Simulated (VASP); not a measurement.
# LiC3: relaxation of cell and atoms with PBE

Crystal: LiC3.

```
Li C
1.0
     3.24083    0.00000    0.00000
     0.00000    3.24083    0.00000
     0.00000    0.00000    3.24083
Li C
1 3
Direct
  0.00000 0.00000 0.00000
  0.00000 0.50000 0.50000
  0.50000 0.00000 0.50000
  0.50000 0.50000 0.00000
```

```yaml
Program: VASP 6.6.1
Task: relaxation of cell and atoms
Functional: PBE
Potentials_or_basis: VASP PAW PBE potentials, release 64 (Li_sv, C)
Cutoff: 600 eV
k_mesh: 6 × 6 × 6
Occupations: gaussian, width 0.1 eV
Spin: no spin polarisation
Dipole_correction: no
Further_INCAR_settings: ALGO = Normal; EDIFF = 1e-06; IBRION = 2; EDIFFG = -0.04; NSW = 90; ISIF = 3
```

The relaxed volume is 6.96 Å³/atom and the relaxed cell is a = 3.031 Å, b = 3.031 Å, c = 3.031 Å, α = 90.00°, β = 90.00°, γ = 90.00°. The space group after relaxing (to 0.1 Å) is Pm-3m (No. 221) and the energy gained by relaxing is 106.7 meV/atom. The ionic steps are 3, the pressure after relaxing is -0.7 GPa and the band gap on the k mesh is zero (an odd number of electrons rules out a gap without spin polarisation).

The path:
```csv
step,energy change (eV),largest force (eV/Å),pressure (GPa),volume (Å³)
1,0.0000,0.0000,-18.36,34.04
2,-0.3855,0.0000,-7.23,29.46
3,-0.4268,0.0000,-0.69,27.85
```

Final structure:
```
Li C
1.0
     3.03104    0.00000    0.00000
     0.00000    3.03104    0.00000
     0.00000    0.00000    3.03104
Li C
1 3
Direct
  0.00000 0.00000 0.00000
  0.00000 0.50000 0.50000
  0.50000 0.00000 0.50000
  0.50000 0.50000 0.00000
```

Levels at points of the mesh, in eV from the Fermi level:
| k point | band 5 | band 6 | band 7 | band 8 | band 9 | band 10 | band 11 |
| --- | --- | --- | --- | --- | --- | --- | --- |
| (0.00, 0.00, 0.00) | -5.54 | -5.00 | -5.00 | 2.70 | 2.70 | 2.70 | 5.87 |
| (0.50, 0.00, 0.00) | -3.31 | -3.31 | -0.88 | -0.88 | -0.07 | 1.57 | 2.72 |
| (0.50, 0.50, 0.00) | -6.71 | -0.21 | 0.00 | 0.00 | 0.05 | 1.64 | 1.64 |
| (0.50, 0.50, 0.50) | -8.83 | -6.91 | -6.91 | -6.91 | 6.92 | 6.92 | 6.95 |

Run time: 18 s on 1 thread of Intel(R) Xeon(R) Platinum 8259CL CPU @ 2.50GHz (Skylake/Cascade Lake), with other jobs on the host, peak memory 0.15 GiB.

Caveat: the cutoff is under 1.25 times the usual one of these potentials, so pressure, stress and relaxed cells hold a basis-set (Pulay) error; the volume moved by over 15 % at a fixed basis, so the end points are rough; an odd number of electrons without spin polarisation forces a metal; a magnetic or distorted state may lie lower.
